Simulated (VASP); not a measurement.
# W2I3 (P-3m1) in VASP: further runs

The runs below take W2I3 through single point, with PBE.

All numbers are computed with VASP 6.6.1; they aren't measurements. Logs are shortened: lines on timing, memory, paths and dates and some standing lists are left out, and cuts for length are marked.

### 1 The cell of the first run

The structure is trigonal, space group P-3m1 (No. 164). Conventional cell: a = 4.450 Å, b = 4.450 Å, c = 7.544 Å, α = 90.00°, β = 90.00°, γ = 120.00°. W (site symmetry 3m) has 7 I at 2.68 to 3.23 Å within 3.5 Å. I (site symmetry -3m) has 6 W at 3.23 Å and 6 I at 3.75 Å within 4.2 Å. I (site symmetry 3m) has 4 W at 2.68 to 2.86 Å and 3 I at 3.31 Å within 3.5 Å.

### 2 Single point, PBE

Contents of INCAR:

```
SYSTEM = W2I3
ALGO     = Normal         ! electronic algorithm
EDIFF    = 1E-6           ! SCF threshold, eV
ENCUT    = 520            ! plane-wave cutoff, eV
GGA      = PE             ! functional
ISIF     = 2              ! what is computed and relaxed
ISMEAR   = 0              ! smearing method
LASPH    = .True.         ! aspherical terms in the spheres
LCHARG   = .False.        ! write CHGCAR
LREAL    = .False.        ! projectors in reciprocal space
LWAVE    = .False.        ! write WAVECAR
NBANDS   = 32             ! bands
NELM     = 80             ! most SCF steps
PREC     = Accurate       ! precision mode
SIGMA    = 0.1            ! smearing width, eV
```

Contents of KPOINTS:

```
k-points
0
Gamma
  6 6 2
  0 0 0
```

Contents of POSCAR:

```
W2I3
1.0
    4.4504900719      0.0000000000      0.0000000000
   -2.2252450360      3.8542374616      0.0000000000
    0.0000000000      0.0000000000      7.5436642763
W I
2 3
Direct
    0.3333333333      0.6666666667      0.2590087240
    0.6666666667      0.3333333333      0.7409912760
    0.0000000000      0.0000000000      0.0000000000
    0.3333333333      0.6666666667      0.6378890689
    0.6666666667      0.3333333333      0.3621109311
```

Potentials or basis: VASP PAW PBE potentials, release 64 (W_sv, I).

On the command line:

```bash
> cat potpaw_PBE.64/W_sv/POTCAR potpaw_PBE.64/I/POTCAR > POTCAR
> mpirun -np 1 vasp_std > vasp.out
```

OUTCAR:

```text
SYSTEM = W2I3
   EDIFF = 1E-6
   ENCUT = 520
   GGA = PE
   ISIF = 2
   ISMEAR = 0
   LASPH = .True.
   LREAL = .False.
   NELM = 80
   PREC = Accurate

 ion  position               nearest neighbor table
   1  0.333  0.667  0.259-   5 2.68   5 2.68   5 2.68   4 2.86   3 3.23   3 3.23   3 3.23
   2  0.667  0.333  0.741-   4 2.68   4 2.68   4 2.68   5 2.86   3 3.23   3 3.23   3 3.23
   3  0.000  0.000  0.000-   1 3.23   2 3.23   2 3.23   1 3.23   2 3.23   1 3.23
   4  0.333  0.667  0.638-   2 2.68   2 2.68   2 2.68   1 2.86   5 3.31   5 3.31   5 3.31
   5  0.667  0.333  0.362-   1 2.68   1 2.68   1 2.68   2 2.86   4 3.31   4 3.31   4 3.31

  LATTYP: Found a hexagonal cell.
 ALAT       =     4.4504900719
 C/A-ratio  =     1.6950187854

  Lattice vectors:

 A1 = (   4.4504900719,   0.0000000000,   0.0000000000)
 A2 = (  -2.2252450360,   3.8542374616,   0.0000000000)
 A3 = (   0.0000000000,   0.0000000000,   7.5436642763)

Analysis of symmetry for initial positions (statically):
=====================================================================
 Subroutine PRICEL returns:
 Original cell was already a primitive cell.

 Routine SETGRP: Setting up the symmetry group for a
 hexagonal supercell.

 Subroutine GETGRP returns: Found 12 space group operations
 (whereof 12 operations were pure point group operations)
 out of a pool of 24 trial point group operations.

The static configuration has the point symmetry D_3d.

Analysis of symmetry for dynamics (positions and initial velocities):
=====================================================================
 Subroutine PRICEL returns:
 Original cell was already a primitive cell.

 Routine SETGRP: Setting up the symmetry group for a
 hexagonal supercell.

 Subroutine GETGRP returns: Found 12 space group operations
 (whereof 12 operations were pure point group operations)
 out of a pool of 24 trial point group operations.

The dynamic configuration has the point symmetry D_3d.

 Subroutine INISYM returns: Found 12 space group operations
 (whereof 12 operations are pure point group operations),
 and found     1 'primitive' translations

----------------------------------------------------------------------------------------

                                     Primitive cell

  volume of cell :     129.3983

  direct lattice vectors                    reciprocal lattice vectors
     4.450490072  0.000000000  0.000000000     0.224694356  0.129727347  0.000000000
    -2.225245036  3.854237462  0.000000000     0.000000000  0.259454694  0.000000000
     0.000000000  0.000000000  7.543664276     0.000000000  0.000000000  0.132561573

  length of vectors
     4.450490072  4.450490072  7.543664276     0.259454694  0.259454694  0.132561573

  position of ions in fractional coordinates (direct lattice)
     0.333333333  0.666666667  0.259008724
     0.666666667  0.333333333  0.740991276
     0.000000000  0.000000000  0.000000000
     0.333333333  0.666666667  0.637889069
     0.666666667  0.333333333  0.362110931

  ion indices of the primitive-cell ions
   primitive index   ion index
                 1           1
                 2           2
                 3           3
                 4           4
                 5           5

----------------------------------------------------------------------------------------

 KPOINTS: k-points

Automatic generation of k-mesh.
 Grid dimensions read from file:
 generate k-points for:    6    6    2

 Generating k-lattice:

  Cartesian coordinates                     Fractional coordinates (reciprocal lattice)
     0.037449059  0.021621224  0.000000000     0.166666667 -0.000000000  0.000000000
     0.000000000  0.043242449  0.000000000     0.000000000  0.166666667  0.000000000
     0.000000000  0.000000000  0.066280786     0.000000000  0.000000000  0.500000000

  Length of vectors
     0.043242449  0.043242449  0.066280786

  Shift w.r.t. Gamma in fractional coordinates (k-lattice)
     0.000000000  0.000000000  0.000000000

 Subroutine IBZKPT returns following result:
 ===========================================

 Found     14 irreducible k-points:

 Following reciprocal coordinates:
            Coordinates               Weight
  0.000000  0.000000  0.000000      1.000000
  0.166667  0.000000  0.000000      6.000000
  0.333333  0.000000  0.000000      6.000000
  0.500000  0.000000  0.000000      3.000000
  0.166667  0.166667  0.000000      6.000000
  0.333333  0.166667  0.000000     12.000000
  0.333333  0.333333  0.000000      2.000000
  0.000000  0.000000  0.500000      1.000000
  0.166667  0.000000  0.500000      6.000000
  0.333333  0.000000  0.500000      6.000000
  0.500000  0.000000  0.500000      3.000000
  0.166667  0.166667  0.500000      6.000000
  0.333333  0.166667  0.500000     12.000000
  0.333333  0.333333  0.500000      2.000000
   k-points           NKPTS =     14   k-points in BZ     NKDIM =     14   number of bands    NBANDS=     32
   number of dos      NEDOS =    301   number of ions     NIONS =      5
   total plane-waves  NPLWV =  72576
   dimension x,y,z NGX =    36 NGY =   36 NGZ =   56
   dimension x,y,z NGXF=    72 NGYF=   72 NGZF=  112
   ions per type =               2   3
   NGX,Y,Z   is equivalent  to a cutoff of  13.45, 13.45, 12.34 a.u.
   NGXF,Y,Z  is equivalent  to a cutoff of  26.90, 26.90, 24.68 a.u.
 SYSTEM =  W2I3
   PREC   = accura    normal or accurate (medium, high low for compatibility)
   ISTART =      0    job   : 0-new  1-cont  2-samecut
   ICHARG =      2    charge: 1-file 2-atom 10-const
   ISPIN  =      1    spin polarized calculation?
   LNONCOLLINEAR =      F non collinear calculations
   LSORBIT =      F    spin-orbit coupling
   LASPH  =      T    aspherical Exc in radial PAW
   ENCUT  =  520.0 eV  38.22 Ry    6.18 a.u.   8.27  8.27 14.03*2*pi/ulx,y,z
   NELM   =     80;   NELMIN=  2; NELMDL= -5     # of ELM steps
   EDIFF  = 0.1E-05   stopping-criterion for ELM
   LREAL  =      F    real-space projection
   EDIFFG = 0.1E-04   stopping-criterion for IOM
   NSW    =      0    number of steps for IOM
   IBRION =     -1    ionic relax: 0-MD 1-quasi-New 2-CG
   NFREE  =      0    steps in history (QN), initial steepest desc. (CG)
   ISIF   =      2    stress and relaxation
   ISYM   =      2    0-nonsym 1-usesym 2-fastsym
   POTIM  = 0.5000    time-step for ionic-motion
   TEBEG  =    0.0;   TEEND  =   0.0 temperature during run
   PSTRESS=    0.0 pullay stress
   NELECT =      49.0000    total number of electrons
   NUPDOWN=      -1.0000    fix difference up-down
   EMIN   =  10.00;   EMAX   =-10.00  energy-range for DOS
   EFERMI =   0.00;   METHOD = LEGACY
   ISMEAR =     0;   SIGMA  =   0.10  broadening in eV -4-tet -1-fermi 0-gaus
   EFERMI_NEDOS =   21; number of points for ismear=-14 and -15
   IALGO  =     38    algorithm
   IMIX   =      4    mixing-type and parameters
     AMIX     =   0.40;   BMIX     =  1.00
     AMIX_MAG =   1.60;   BMIX_MAG =  1.00
  volume/ion in A,a.u.               =      25.88       174.64
  Fermi-wavevector in a.u.,A,eV,Ry     =   1.184397  2.238186 19.086202  1.402796
  Thomas-Fermi vector in A             =   2.320612
   LORBIT       =      0    0 simple, 1 ext, 2 COOP (PROOUT), +10 PAW based schemes
   GGA     = PE    functional components
   LHFCALC =     F    Hartree Fock is set to
   AEXX    =    0.0000 exact exchange contribution
   IVDW    =     0    specifies the selected vdW correction
   LEPSILON=     F    determine dielectric tensor
   LRPA    =     F    only Hartree local field effects (RPA)
 non-spin polarized calculation
 Gauss-broadening in eV      SIGMA  =   0.10
  energy-cutoff  :      520.00
  volume of cell :      129.40
 maximum number of plane-waves:      3503
 NGX is ok and might be reduce to    36
   NGX = 17   NGY = 17   NGZ = 29

 number of electron      49.0000002 magnetization

 Free energy of the ion-electron system (eV)
  ---------------------------------------------------
  ext. energy  EPLUGINS =         0.00000000
  ---------------------------------------------------
  free energy    TOTEN  =       -22.50357265 eV

  energy without entropy =      -22.47569080  energy(sigma->0) =      -22.48963173

 E-fermi :   8.5679     XC(G=0): -10.4643

 val. band max:        8.5564380792   @ k =   0.1667   0.0000   0.5000
 cond. band min:       8.6096645735   @ k =   0.3333   0.0000   0.0000
 fundamental gap:      0.0532264943
 Fermi energy:         8.5678562157

 k-point     1 :       0.0000    0.0000    0.0000
  band No.  band energies     occupation
      1     -65.4453      2.00000
      2     -65.4452      2.00000
      3     -29.7463      2.00000
      4     -29.7359      2.00000
      5     -29.7052      2.00000
      6     -29.7052      2.00000
[... 24 lines left out ...]
     31      11.5466      0.00000
     32      11.5466      0.00000

 k-point     2 :       0.1667    0.0000    0.0000
  band No.  band energies     occupation
      1     -65.4453      2.00000
      2     -65.4451      2.00000
      3     -29.7454      2.00000
      4     -29.7362      2.00000
      5     -29.7082      2.00000
      6     -29.7067      2.00000
[... 24 lines left out ...]
     31      11.2111      0.00000
     32      11.7423      0.00000

 k-point     3 :       0.3333    0.0000    0.0000
  band No.  band energies     occupation
      1     -65.4452      2.00000
      2     -65.4451      2.00000
      3     -29.7434      2.00000
      4     -29.7372      2.00000
      5     -29.7142      2.00000
      6     -29.7127      2.00000
[... 24 lines left out ...]
     31      11.3037      0.00000
     32      12.6034      0.00000

 k-point     4 :       0.5000    0.0000    0.0000
  band No.  band energies     occupation
      1     -65.4451      2.00000
      2     -65.4451      2.00000
      3     -29.7418      2.00000
      4     -29.7382      2.00000
      5     -29.7171      2.00000
      6     -29.7158      2.00000
[... 304 lines left out ...]
     31      11.9989      0.00000
     32      12.1154      0.00000

 k-point    13 :       0.3333    0.1667    0.5000
  band No.  band energies     occupation
      1     -65.4451      2.00000
      2     -65.4451      2.00000
      3     -29.7414      2.00000
      4     -29.7390      2.00000
      5     -29.7154      2.00000
      6     -29.7148      2.00000
[... 24 lines left out ...]
     31      11.7666      0.00000
     32      12.5000      0.00000

 k-point    14 :       0.3333    0.3333    0.5000
  band No.  band energies     occupation
      1     -65.4451      2.00000
      2     -65.4451      2.00000
      3     -29.7401      2.00000
      4     -29.7401      2.00000
      5     -29.7149      2.00000
      6     -29.7149      2.00000
[... 24 lines left out ...]
     31      11.9250      0.00000
     32      11.9250      0.00000

------------------------ aborting loop because EDIFF is reached ----------------------------------------

  FORCE on cell =-STRESS in cart. coord.  units (eV):
  Direction    XX          YY          ZZ          XY          YZ          ZX
  --------------------------------------------------------------------------------------
  -------------------------------------------------------------------------------------
  Total       -0.0020384     -0.0020384      0.1159639      0.0000000     -0.0000000     -0.0000000
  in kB       -0.0252386     -0.0252386      1.4358361      0.0000000     -0.0000000     -0.0000000
  external PRESSURE =       0.4617863 kB  Pullay stress =       0.0000000 kB

 VOLUME and BASIS-vectors are now :
 -----------------------------------------------------------------------------
  energy-cutoff  :      520.00
  volume of cell :      129.40
      direct lattice vectors                 reciprocal lattice vectors
     4.450490072  0.000000000  0.000000000     0.224694356  0.129727347  0.000000000
    -2.225245036  3.854237462  0.000000000     0.000000000  0.259454694  0.000000000
     0.000000000  0.000000000  7.543664276     0.000000000  0.000000000  0.132561573

 POSITION                                       TOTAL-FORCE (eV/Angst)
 -----------------------------------------------------------------------------------
     -0.00000      2.56949      1.95387         0.000000      0.000000      0.007764
      2.22525      1.28475      5.58979        -0.000000     -0.000000     -0.007764
      0.00000      0.00000      0.00000         0.000000      0.000000      0.000000
     -0.00000      2.56949      4.81202        -0.000000      0.000000     -0.002061
      2.22525      1.28475      2.73164         0.000000     -0.000000      0.002061
 -----------------------------------------------------------------------------------
    total drift:                               -0.000000     -0.000000      0.000000

  FREE ENERGIE OF THE ION-ELECTRON SYSTEM (eV)
  ---------------------------------------------------
  free  energy   TOTEN  =       -22.5035726529 eV

  energy  without entropy=      -22.4756907975  energy(sigma->0) =      -22.48963173
```

Wall time 55 s (1 thread of Oxide Virtual Turin-like, shared host); peak memory 0.24 GiB.

What came out:

| Item | Value |
| --- | --- |
| Free energy | -22.5036 eV |
| Pressure | 0.0 GPa |
| Largest force | 0.008 eV/Å |
| Band gap on the k mesh | zero (an odd number of electrons rules out a gap without spin polarisation) |

Forces on the atoms (eV/Å):
```
W    0.000  0.000  0.008
W    0.000  0.000 -0.008
I    0.000  0.000  0.000
I    0.000  0.000 -0.002
I    0.000  0.000  0.002
```

Stress tensor (GPa, compression positive):
```
0.00 0.00 0.00
0.00 0.00 0.00
0.00 0.00 0.14
```

Caveat: the k points lie up to 0.42 Å⁻¹ apart, too coarse for converged energies and pressures of a metal; spin-orbit coupling is left out, which moves the levels of the heavy elements; an odd number of electrons without spin polarisation forces a metal; a magnetic or distorted state may lie lower.

[end of part 1 of 2]

The gap in the log of VASP goes by the Fermi energy; the results here count the filled bands.